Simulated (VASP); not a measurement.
**Mg8HO8 (a cell with a defect): single point with PBE**

Mg8HO8 (a cell with a defect):

```
Mg O H
1.0
     0.00000    4.19300    4.19300
     4.19300    0.00000    4.19300
     4.19300    4.19300    0.00000
Mg O H
8 8 1
Direct
  0.99967 0.04593 0.99440
  0.00842 0.07133 0.47298
  0.99592 0.55035 0.01464
  0.97095 0.54758 0.49044
  0.45896 0.06096 0.04360
  0.49255 0.03657 0.48201
  0.46377 0.57660 0.01054
  0.49534 0.52112 0.51218
  0.24849 0.30851 0.24794
  0.23694 0.29466 0.73253
  0.23276 0.78496 0.26362
  0.24009 0.81498 0.72662
  0.76705 0.26569 0.25503
  0.73164 0.28775 0.74459
  0.72166 0.78896 0.25085
  0.73908 0.78759 0.74945
  0.68060 0.99317 0.70478
```

| Item | Value |
| --- | --- |
| Program | VASP 6.6.1 |
| Task | single point |
| Functional | PBE |
| Potentials or basis | VASP PAW PBE potentials, release 64 (Mg, O, H) |
| Cutoff | 520 eV |
| k mesh | 2 × 2 × 2 |
| Occupations | fermi-dirac, width 0.02 eV |
| Spin | no spin polarisation |
| Dipole correction | no |
| Charge | 1 |
| Further INCAR settings | LREAL = Auto; ALGO = Normal; EDIFF = 1e-06; NBANDS = 46; NELECT = 64.0 |

```yaml
Largest_force: 1.769 eV/Å
```

Forces in eV/Å, atoms in the order of the input:
```
Mg   0.122 -0.721  0.069
Mg  -0.536  1.279 -0.554
Mg  -1.206 -1.295  0.003
Mg   0.383  1.454  0.608
Mg  -1.294 -0.564  0.175
Mg   1.011 -0.282  0.394
Mg  -1.389  0.608 -0.289
Mg   0.323 -1.338 -0.354
O    0.246 -0.866 -0.191
O    0.621  1.171 -0.058
O    0.313 -0.501  0.811
O    0.238  1.014 -1.143
O    0.741 -1.305  0.084
O    0.295  0.655 -0.118
O   -0.152  0.634  0.730
O    0.885 -0.294  0.500
H   -0.601  0.351 -0.667
```

Levels at points of the mesh, in eV from the Fermi level:
```
           k point  band 28  band 29  band 30  band 31  band 32  band 33  band 34  band 35  band 36  band 37
(0.00, 0.00, 0.00)    -1.04    -0.97    -0.58    -0.52    -0.47     3.71     5.89     7.26     7.33     7.45
(0.50, 0.00, 0.00)    -1.36    -1.15    -0.99    -0.67    -0.61     5.34     6.50     7.72     8.51     8.75
(0.00, 0.50, 0.00)    -1.31    -1.08    -0.94    -0.75    -0.67     5.99     6.48     7.56     8.58     8.73
(0.00, 0.00, 0.50)    -1.25    -1.03    -0.90    -0.80    -0.68     5.26     6.49     7.87     8.72     8.76
(0.50, 0.50, 0.50)    -1.19    -1.08    -0.92    -0.76    -0.65     5.59     6.47     7.86     8.53     8.76
(0.50, 0.50, 0.00)    -1.16    -1.13    -1.07    -1.06    -0.92     6.32     7.38     7.87     8.54     8.91
(0.00, 0.50, 0.50)    -1.47    -1.39    -1.22    -0.91    -0.75     6.36     7.34     7.81     8.62     9.00
(0.50, 0.00, 0.50)    -1.52    -1.32    -1.18    -0.83    -0.74     6.04     7.45     8.05     8.56     8.82
```

Wall time 4.2 min on 1 thread of Intel Xeon 8259CL (shared host), peak memory 0.33 GiB.

Caveat: the k points lie up to 0.65 Å⁻¹ apart; the cell carries a net charge on a neutralising background, which shifts energy and pressure; the cell is charged against a uniform background, so pressure and absolute levels hang on convention.
